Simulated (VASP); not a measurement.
# ZrB (I4mm) in VASP: further runs

The runs below take ZrB through single point, with PBE.

Everything below comes from runs of VASP 6.6.1. Logs are shortened: lines on timing, memory, paths and dates and some standing lists are left out, and cuts for length are marked.

**1. The cell of the first run**

Symmetry: I4mm, No. 107, tetragonal system. The conventional cell has a = 3.288 Å, b = 3.288 Å, c = 4.650 Å, α = 90.00°, β = 90.00°, γ = 90.00°. Zr (site symmetry 4mm) has 6 B at 2.20 to 2.45 Å within 2.9 Å. Within 2.9 Å of B (site symmetry 4mm) lie 6 Zr at 2.20 to 2.45 Å.

**2. Single point, PBE (all Zr atoms moved +0.125 Å, as atom 1 along Cartesian [0 1 0])**

Contents of INCAR:

```
ALGO     = Normal         # electronic algorithm
EDIFF    = 1E-6           # SCF threshold, eV
ENCUT    = 520            # plane-wave cutoff, eV
GGA      = PE             # functional
ISIF     = 2              # what is computed and relaxed
ISMEAR   = 0              # smearing method
LASPH    = True           # aspherical terms in the spheres
LCHARG   = False          # write CHGCAR
LREAL    = False          # projectors in reciprocal space
LWAVE    = False          # write WAVECAR
NBANDS   = 14             # bands
NELM     = 100            # most SCF steps
PREC     = Accurate       # precision mode
SIGMA    = 0.15           # smearing width, eV
```

Contents of KPOINTS:

```
k-points
0
Gamma
  18 18 18
```

Contents of POSCAR:

```
ZrB
1.0
    0.0000000000      2.3250000000      2.3250000000
    2.3250000000      0.0000000000      2.3250000000
    2.3250000000      2.3250000000      0.0000000000
Zr B
1 1
Direct
    0.0268817204     -0.0268817204      0.0268817204
    0.5000000000      0.5000000000      0.5000000000
```

Potentials or basis: VASP PAW PBE potentials, release 64 (Zr_sv, B).

Launch:

```bash
cat potpaw_PBE.64/Zr_sv/POTCAR potpaw_PBE.64/B/POTCAR > POTCAR
mpirun -np 1 vasp_std > vasp.out
```

OUTCAR:

```text
EDIFF = 1E-6
   ENCUT = 520
   GGA = PE
   ISIF = 2
   ISMEAR = 0
   LASPH = True
   LREAL = False
   NELM = 100
   PREC = Accurate

 ion  position               nearest neighbor table
   1  0.027  0.973  0.027-   2 2.20   2 2.33   2 2.33   2 2.33   2 2.33   2 2.45
   2  0.500  0.500  0.500-   1 2.20   1 2.33   1 2.33   1 2.33   1 2.33   1 2.45

  LATTYP: Found a face centered cubic cell.
 ALAT       =     4.6500000000

  Lattice vectors:

 A1 = (   0.0000000000,   2.3250000000,   2.3250000000)
 A2 = (   2.3250000000,   0.0000000000,   2.3250000000)
 A3 = (   2.3250000000,   2.3250000000,   0.0000000000)

Analysis of symmetry for initial positions (statically):
=====================================================================
 Subroutine PRICEL returns:
 Original cell was already a primitive cell.

 Routine SETGRP: Setting up the symmetry group for a
 face centered cubic supercell.

 Subroutine GETGRP returns: Found  8 space group operations
 (whereof  8 operations were pure point group operations)
 out of a pool of 48 trial point group operations.

The static configuration has the point symmetry C_4v.

Analysis of symmetry for dynamics (positions and initial velocities):
=====================================================================
 Subroutine PRICEL returns:
 Original cell was already a primitive cell.

 Routine SETGRP: Setting up the symmetry group for a
 face centered cubic supercell.

 Subroutine GETGRP returns: Found  8 space group operations
 (whereof  8 operations were pure point group operations)
 out of a pool of 48 trial point group operations.

The dynamic configuration has the point symmetry C_4v.

 Subroutine INISYM returns: Found  8 space group operations
 (whereof  8 operations are pure point group operations),
 and found     1 'primitive' translations

----------------------------------------------------------------------------------------

                                     Primitive cell

  volume of cell :      25.1362

  direct lattice vectors                    reciprocal lattice vectors
     0.000000000  2.325000000  2.325000000    -0.215053763  0.215053763  0.215053763
     2.325000000  0.000000000  2.325000000     0.215053763 -0.215053763  0.215053763
     2.325000000  2.325000000  0.000000000     0.215053763  0.215053763 -0.215053763

  length of vectors
     3.288046533  3.288046533  3.288046533     0.372484045  0.372484045  0.372484045

  position of ions in fractional coordinates (direct lattice)
     0.026881720  0.973118280  0.026881720
     0.500000000  0.500000000  0.500000000

  ion indices of the primitive-cell ions
   primitive index   ion index
                 1           1
                 2           2

----------------------------------------------------------------------------------------

 KPOINTS: k-points

Automatic generation of k-mesh.
 Grid dimensions read from file:
 generate k-points for:   18   18   18

 Generating k-lattice:

  Cartesian coordinates                     Fractional coordinates (reciprocal lattice)
    -0.011947431  0.011947431  0.011947431     0.055555556  0.000000000  0.000000000
     0.011947431 -0.011947431  0.011947431     0.000000000  0.055555556  0.000000000
     0.011947431  0.011947431 -0.011947431     0.000000000  0.000000000  0.055555556

  Length of vectors
     0.020693558  0.020693558  0.020693558

  Shift w.r.t. Gamma in fractional coordinates (k-lattice)
     0.000000000  0.000000000  0.000000000

 Subroutine IBZKPT returns following result:
 ===========================================

 Found    480 irreducible k-points:

 Following reciprocal coordinates:
            Coordinates               Weight
  0.000000  0.000000  0.000000      1.000000
  0.055556  0.000000  0.000000      8.000000
  0.111111  0.000000  0.000000      8.000000
  0.166667  0.000000  0.000000      8.000000
  0.222222  0.000000  0.000000      8.000000
  0.277778  0.000000  0.000000      8.000000
[... 16 lines left out ...]
  0.388889  0.055556  0.000000     16.000000
  0.055556  0.000000  0.388889      8.000000
 [... further k-points ...]
   k-points           NKPTS =    480   k-points in BZ     NKDIM =    480   number of bands    NBANDS=     14
   number of dos      NEDOS =    301   number of ions     NIONS =      2
   total plane-waves  NPLWV =  13824
   dimension x,y,z NGX =    24 NGY =   24 NGZ =   24
   dimension x,y,z NGXF=    48 NGYF=   48 NGZF=   48
   ions per type =               1   1
   NGX,Y,Z   is equivalent  to a cutoff of  12.13, 12.13, 12.13 a.u.
   NGXF,Y,Z  is equivalent  to a cutoff of  24.27, 24.27, 24.27 a.u.
 SYSTEM =  unknown system
   PREC   = accura    normal or accurate (medium, high low for compatibility)
   ISTART =      0    job   : 0-new  1-cont  2-samecut
   ICHARG =      2    charge: 1-file 2-atom 10-const
   ISPIN  =      1    spin polarized calculation?
   LNONCOLLINEAR =      F non collinear calculations
   LSORBIT =      F    spin-orbit coupling
   LASPH  =      T    aspherical Exc in radial PAW
   ENCUT  =  520.0 eV  38.22 Ry    6.18 a.u.   6.11  6.11  6.11*2*pi/ulx,y,z
   NELM   =    100;   NELMIN=  2; NELMDL= -5     # of ELM steps
   EDIFF  = 0.1E-05   stopping-criterion for ELM
   LREAL  =      F    real-space projection
   EDIFFG = 0.1E-04   stopping-criterion for IOM
   NSW    =      0    number of steps for IOM
   IBRION =     -1    ionic relax: 0-MD 1-quasi-New 2-CG
   NFREE  =      0    steps in history (QN), initial steepest desc. (CG)
   ISIF   =      2    stress and relaxation
   ISYM   =      2    0-nonsym 1-usesym 2-fastsym
   POTIM  = 0.5000    time-step for ionic-motion
   TEBEG  =    0.0;   TEEND  =   0.0 temperature during run
   PSTRESS=    0.0 pullay stress
   NELECT =      15.0000    total number of electrons
   NUPDOWN=      -1.0000    fix difference up-down
   EMIN   =  10.00;   EMAX   =-10.00  energy-range for DOS
   EFERMI =   0.00;   METHOD = LEGACY
   ISMEAR =     0;   SIGMA  =   0.15  broadening in eV -4-tet -1-fermi 0-gaus
   EFERMI_NEDOS =   21; number of points for ismear=-14 and -15
   IALGO  =     38    algorithm
   IMIX   =      4    mixing-type and parameters
     AMIX     =   0.40;   BMIX     =  1.00
     AMIX_MAG =   1.60;   BMIX_MAG =  1.00
  volume/ion in A,a.u.               =      12.57        84.81
  Fermi-wavevector in a.u.,A,eV,Ry     =   1.378285  2.604581 25.846565  1.899669
  Thomas-Fermi vector in A             =   2.503360
   LORBIT       =      0    0 simple, 1 ext, 2 COOP (PROOUT), +10 PAW based schemes
   GGA     = PE    functional components
   LHFCALC =     F    Hartree Fock is set to
   AEXX    =    0.0000 exact exchange contribution
   IVDW    =     0    specifies the selected vdW correction
   LEPSILON=     F    determine dielectric tensor
   LRPA    =     F    only Hartree local field effects (RPA)
 non-spin polarized calculation
 Gauss-broadening in eV      SIGMA  =   0.15
  energy-cutoff  :      520.00
  volume of cell :       25.14
 maximum number of plane-waves:       700
   NGX = 13   NGY = 13   NGZ = 13

 number of electron      15.0000000 magnetization

 Free energy of the ion-electron system (eV)
  ---------------------------------------------------
  ext. energy  EPLUGINS =         0.00000000
  ---------------------------------------------------
  free energy    TOTEN  =       -15.50643343 eV

  energy without entropy =      -15.49443197  energy(sigma->0) =      -15.50043270

 E-fermi :   9.0279     XC(G=0): -12.2155

 val. band max:        9.0198488789   @ k =  -0.2222   0.0556   0.0000
 cond. band min:       9.0310041184   @ k =  -0.1667   0.1111   0.0000
 fundamental gap:      0.0111552395
 Fermi energy:         9.0278754969

 k-point     1 :       0.0000    0.0000    0.0000
  band No.  band energies     occupation
      1     -37.7623      2.00000
      2     -15.5231      2.00000
      3     -15.4976      2.00000
      4     -15.4976      2.00000
      5       0.7034      2.00000
      6      10.6869      0.00000
      7      10.6869      0.00000
      8      10.9538      0.00000
      9      11.8103      0.00000
     10      12.7298      0.00000
     11      13.1284      0.00000
     12      13.1284      0.00000
     13      13.8508      0.00000
     14      20.1257      0.00000

 k-point     2 :       0.0556    0.0000    0.0000
  band No.  band energies     occupation
      1     -37.7587      2.00000
      2     -15.5432      2.00000
      3     -15.5117      2.00000
      4     -15.5005      2.00000
      5       0.7887      2.00000
      6      10.4114      0.00000
      7      10.6420      0.00000
      8      10.9377      0.00000
      9      11.6258      0.00000
     10      12.0832      0.00000
     11      13.0833      0.00000
     12      13.9863      0.00000
     13      14.4082      0.00000
     14      20.3368      0.00000

 k-point     3 :       0.1111    0.0000    0.0000
  band No.  band energies     occupation
      1     -37.7484      2.00000
      2     -15.6279      2.00000
      3     -15.5243      2.00000
      4     -15.5089      2.00000
      5       1.0377      2.00000
      6       9.8040      0.00000
      7      10.3386      0.00000
      8      10.5951      0.00000
      9      11.5261      0.00000
     10      11.7384      0.00000
     11      13.2622      0.00000
     12      15.1280      0.00000
     13      15.4178      0.00000
     14      20.9327      0.00000
[... 324 lines left out ...]
 k-point    23 :       0.3889    0.0556    0.0000
  band No.  band energies     occupation
      1     -37.6591      2.00000
      2     -16.3147      2.00000
      3     -15.6115      2.00000
      4     -15.5871      2.00000
      5       3.6163      2.00000
      6       6.5398      2.00000
      7       7.9073      2.00000
      8       8.1585      2.00000
      9      13.4333      0.00000
     10      14.2309      0.00000
     11      15.0806      0.00000
     12      19.5248      0.00000
     13      20.2804      0.00000
     14      21.4157      0.00000

 k-point    24 :       0.0556    0.0000    0.3889
  band No.  band energies     occupation
      1     -37.6591      2.00000
      2     -16.3168      2.00000
      3     -15.6003      2.00000
      4     -15.5966      2.00000
      5       3.6199      2.00000
      6       6.5400      2.00000
      7       7.9489      2.00000
      8       8.1037      2.00000
      9      13.4416      0.00000
     10      14.2626      0.00000
     11      15.1001      0.00000
     12      19.4844      0.00000
     13      20.0539      0.00000
     14      21.6700      0.00000

 [... further k-points ...]
[... 5 lines left out ...]
  --------------------------------------------------------------------------------------
  -------------------------------------------------------------------------------------
  Total        5.3974484      6.0971354      5.3974484      0.0000000      0.0000000      0.0000000
  in kB      344.0330905    388.6311051    344.0330905      0.0000000      0.0000000      0.0000000
  external PRESSURE =     358.8990954 kB  Pullay stress =       0.0000000 kB

 VOLUME and BASIS-vectors are now :
 -----------------------------------------------------------------------------
  energy-cutoff  :      520.00
  volume of cell :       25.14
      direct lattice vectors                 reciprocal lattice vectors
     0.000000000  2.325000000  2.325000000    -0.215053763  0.215053763  0.215053763
     2.325000000  0.000000000  2.325000000     0.215053763 -0.215053763  0.215053763
     2.325000000  2.325000000  0.000000000     0.215053763  0.215053763 -0.215053763

 POSITION                                       TOTAL-FORCE (eV/Angst)
 -----------------------------------------------------------------------------------
      2.32500      0.12500      2.32500         0.000000     -1.349884      0.000000
      2.32500      2.32500      2.32500         0.000000      1.349884      0.000000
 -----------------------------------------------------------------------------------
    total drift:                                0.000000      0.000026      0.000000

  FREE ENERGIE OF THE ION-ELECTRON SYSTEM (eV)
  ---------------------------------------------------
  free  energy   TOTEN  =       -15.5064334338 eV

  energy  without entropy=      -15.4944319737  energy(sigma->0) =      -15.50043270
```

Run time: 53 s. Hardware: 1 thread of Intel Xeon Platinum 8375C at 2.90GHz (Ice Lake), shared host; peak memory 0.28 GiB.

Results:

```yaml
Free_energy: -15.5064 eV
Pressure: 35.9 GPa
Largest_force: 1.350 eV/Å
```

Forces on the atoms (eV/Å):
```
Zr   0.000 -1.350  0.000
B    0.000  1.350  0.000
```

Caveat: the cell differs from its parent crystal (all Zr atoms moved +0.125 Å, as atom 1 along Cartesian [0 1 0]); forces of over 1 eV/Å act on the atoms, so gaps and moduli don't describe the material at rest.

**3. Single point, PBE (all Zr atoms moved +0.062 Å, as atom 1 along Cartesian [0 1 0])**

Contents of INCAR:

```
SYSTEM = ZrB
PREC = Accurate ; ENCUT = 520
EDIFF = 1E-6 ; ISMEAR = 0
SIGMA = 0.15 ; LREAL = .False.
LASPH = .True. ; NELM = 80
ALGO = Normal ; ISIF = 2
LWAVE = .False. ; LCHARG = .False.
GGA = PE ; NBANDS = 14
```

Contents of KPOINTS:

```
Automatic mesh
0
Gamma
  18 18 18
  0 0 0
```

Edit POSCAR of step 2 so:

```diff
@@ -8,3 +8,3 @@
 Direct
-    0.0268817204     -0.0268817204      0.0268817204
+    0.0134408602     -0.0134408602      0.0134408602
     0.5000000000      0.5000000000      0.5000000000
```

Potentials or basis: VASP PAW PBE potentials, release 64 (Zr_sv, B).

Launch:

```bash
cat potpaw_PBE.64/Zr_sv/POTCAR potpaw_PBE.64/B/POTCAR > POTCAR
mpirun -np 1 vasp_std > vasp.out
```

Wall time 54 s (1 thread of Intel Xeon Platinum 8375C at 2.90GHz (Ice Lake), shared host); peak memory 0.28 GiB.

It converged, with:

```yaml
Free_energy: -15.5683 eV
Pressure: 35.2 GPa
Largest_force: 0.646 eV/Å
```

Forces on the atoms (eV/Å):
```
Zr   0.000 -0.646  0.000
B    0.000  0.646  0.000
```

Stress tensor (GPa, compression positive):
```
34.84  0.00  0.00
 0.00 35.97  0.00
 0.00  0.00 34.84
```

Levels at points of the mesh, in eV from the Fermi level:
```csv
k point,band 4,band 5,band 6,band 7,band 8,band 9,band 10,band 11,band 12,band 13
"(0.00, 0.00, 0.00)",-24.51,-8.32,1.86,1.86,1.93,3.26,3.71,3.90,3.90,4.29
"(0.50, 0.00, 0.00)",-24.61,-4.20,-3.60,-1.41,-1.40,5.77,5.78,7.37,8.24,13.09
"(0.50, 0.50, 0.00)",-24.84,-6.49,-1.16,-0.30,2.53,2.60,5.51,6.93,6.94,10.68
"(0.50, 0.00, 0.50)",-24.84,-6.49,-1.12,-0.28,2.55,2.55,5.48,6.93,6.93,10.56
```

Caveat: the cell differs from its parent crystal (all Zr atoms moved +0.062 Å, as atom 1 along Cartesian [0 1 0]).
